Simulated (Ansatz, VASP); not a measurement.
HfO2 in VASP and in Ansatz

```
Hf O
1.0
     3.60430    0.00000    0.00000
     0.00000    3.60430    0.00000
     0.00000    0.00000    5.26397
Hf O
2 4
Direct
  0.50000 0.50131 0.50000
  0.00001 0.00122 0.00001
  0.00002 0.49781 0.69321
  0.50000 0.99790 0.80680
  0.49998 0.00091 0.30674
  0.99999 0.50084 0.19324
```

Change from the starting cell: all atoms moved at random, sigma 0.25 Å a component; relaxed back.

Alike in both runs: functional PBE; k mesh 6 × 6 × 4; occupations gaussian, width 0.05 eV; no spin polarisation.

Ansatz relaxed the structure, and its values are those at the end. VASP's run is a single point on that final structure, the one shown.

|  | VASP | Ansatz |
| --- | --- | --- |
| version | VASP 6.6.1 | Ansatz 0.2.0 |
| potentials or method | VASP PAW PBE potentials, release 64 (Hf_pv, O), cutoff 520 eV | scalar-relativistic, plane waves, PAW |
| valence electrons in the cell | 44 | 76 |

```csv
,VASP,Ansatz,Ansatz less VASP
gap on the k mesh at the Fermi level (eV),4.65,4.67,+0.022
least direct gap on the mesh (eV),4.72,4.73,+0.016
pressure (GPa),-3.1,0.0,+3.14
rms of the force components (eV/Å),0.023,0.002,-0.0212
```

VASP's potentials hold 44 valence electrons a cell and Ansatz's 76, so a difference there can come from the potentials and not from the codes. Ansatz's warnings: stress scf threshold loose.

Neither program's run includes spin-orbit coupling.
